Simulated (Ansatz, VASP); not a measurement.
Sc: VASP beside Ansatz

Contents of INCAR:

```
PREC     = Accurate       # precision mode
ENCUT    = 520            # plane-wave cutoff, eV
EDIFF    = 1E-6           # SCF threshold, eV
ISMEAR   = -1             # smearing method
SIGMA    = 0.1            # smearing width, eV
LREAL    = False          # projectors in reciprocal space
LASPH    = True           # aspherical terms in the spheres
NELM     = 60             # most SCF steps
ALGO     = Normal         # electronic algorithm
ISIF     = 2              # what is computed and relaxed
LWAVE    = False          # write WAVECAR
LCHARG   = False          # write CHGCAR
GGA      = VW             # functional
NBANDS   = 12             # bands
```

File KPOINTS:

```
Automatic mesh
0
Gamma
  10 10 10
```

The input POSCAR:

```
Sc
1.0
    0.0000000000      2.2600000000      2.2600000000
    2.2600000000      0.0000000000      2.2600000000
    2.2600000000      2.2600000000      0.0000000000
Sc
1
Direct
    0.0000000000      0.0000000000      0.0000000000
```

The input input.yaml:

```yaml
crystal:
  lattice:
    - [0.0, 2.26, 2.26]
    - [2.26, 0.0, 2.26]
    - [2.26, 2.26, 0.0]
  atoms:
    - { symbol: Sc, position: [0.0, 0.0, 0.0] }
hamiltonian:
  xc: { exchange: slater, correlation: vwn5 }
  pseudopotentials: { kind: nc, accuracy: standard, xc_functional: lda }
kpoints:
  mp_grid: { grid: [10, 10, 10] }
  band_path:
    path:
      - [[0.0, 0.0, 0.0], [0.5, 0.0, 0.5], [0.5, 0.25, 0.75], [0.375, 0.375, 0.75], [0.0, 0.0, 0.0], [0.5, 0.5, 0.5], [0.625, 0.25, 0.625], [0.5, 0.25, 0.75], [0.5, 0.5, 0.5], [0.375, 0.375, 0.75]]
      - [[0.625, 0.25, 0.625], [0.5, 0.0, 0.5]]
    npoints: 14
scf:
  occupations: { method: fermi_dirac, width: 0.1 }
  n_extra_bands: 6
output:
  forces: true
  stress: true
  eigenvalues: true
  fatbands: false
```

Alike in both runs: functional SVWN5; k mesh 10 × 10 × 10; occupations fermi-dirac, width 0.1 eV; no spin polarisation.

|  | VASP | Ansatz |
| --- | --- | --- |
| version | VASP 6.6.1 | Ansatz 0.2.0 |
| potentials or method | VASP PAW PBE potentials, release 64 (Sc_sv) | PseudoDojo standard (LDA files) |
| plane-wave cutoff (eV) | 520 | 1061 |
| valence electrons in the cell | 11 | 11 |
| task | single point | band structure |

|  | VASP | Ansatz | Ansatz less VASP |
| --- | --- | --- | --- |
| gap on the k mesh at the Fermi level (eV) | none | none | - |
| pressure (GPa) | -1.6 | -1.5 | +0.03 |

VASP's potentials were made for PBE, not for SVWN5. A gap of «none» marks a metal or a gap that the smearing closes.
